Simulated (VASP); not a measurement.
Set up this calculation in VASP 6.6.1, as the native input.

- Task: single point
- Functional: PBE
- Potentials or basis: VASP PAW PBE potentials, release 64 (Rb_sv, Al, Cl)
- Cutoff: 520 eV
- k mesh: 3 × 3 × 4
- Occupations: gaussian, width 0.1 eV
- Spin: no spin polarisation
- Dipole correction: no
- Further INCAR settings: ALGO = Normal; EDIFF = 1e-07; NBANDS = 23

The structure of RbAl4Cl lies in POSCAR:

```
RbAl4Cl
1.0
    5.7918235982      0.0000000028      0.0000000000
   -2.8959118015      5.0158663689      0.0000000000
    0.0000000000      0.0000000000      5.0310166377
Rb Al Cl
1 4 1
Direct
    0.3333333333      0.6666666667      0.0000000000
    0.0000000000      0.0000000000      0.0000000000
    0.3353071459      0.1676535730      0.5000000000
    0.8323464270      0.1676535730      0.5000000000
    0.8323464270      0.6646928541      0.5000000000
    0.6666666667      0.3333333333      0.0000000000
```

One way to write it, as run:

INCAR

```
ALGO     = Normal         # electronic algorithm
EDIFF    = 1E-7           # SCF threshold, eV
ENCUT    = 520            # plane-wave cutoff, eV
GGA      = PE             # functional
ISIF     = 2              # what is computed and relaxed
ISMEAR   = 0              # smearing method
LASPH    = T              # aspherical terms in the spheres
LCHARG   = F              # write CHGCAR
LREAL    = F              # projectors in reciprocal space
LWAVE    = F              # write WAVECAR
NBANDS   = 23             # bands
NELM     = 60             # most SCF steps
PREC     = Accurate       # precision mode
SIGMA    = 0.1            # smearing width, eV
```

KPOINTS

```
k-points
0
Gamma
  3 3 4
```

Potentials or basis: VASP PAW PBE potentials, release 64 (Rb_sv, Al, Cl).

Launch:

```bash
$ cat potpaw_PBE.64/Rb_sv/POTCAR potpaw_PBE.64/Al/POTCAR potpaw_PBE.64/Cl/POTCAR > POTCAR
$ mpirun -np 1 vasp_std > vasp.out
```

It gave:

```
Pressure               : 0.1 GPa
Band gap on the k mesh : zero (band 14 reaches 4.71 eV, above the bottom of band 15 at 3.35 eV)
```

Caveat: the k points lie up to 0.42 Å⁻¹ apart.

Wall time 24 s on 1 thread of Intel(R) Xeon(R) Platinum 8375C CPU @ 2.90GHz (Ice Lake), with other jobs on the host, peak memory 0.29 GiB.
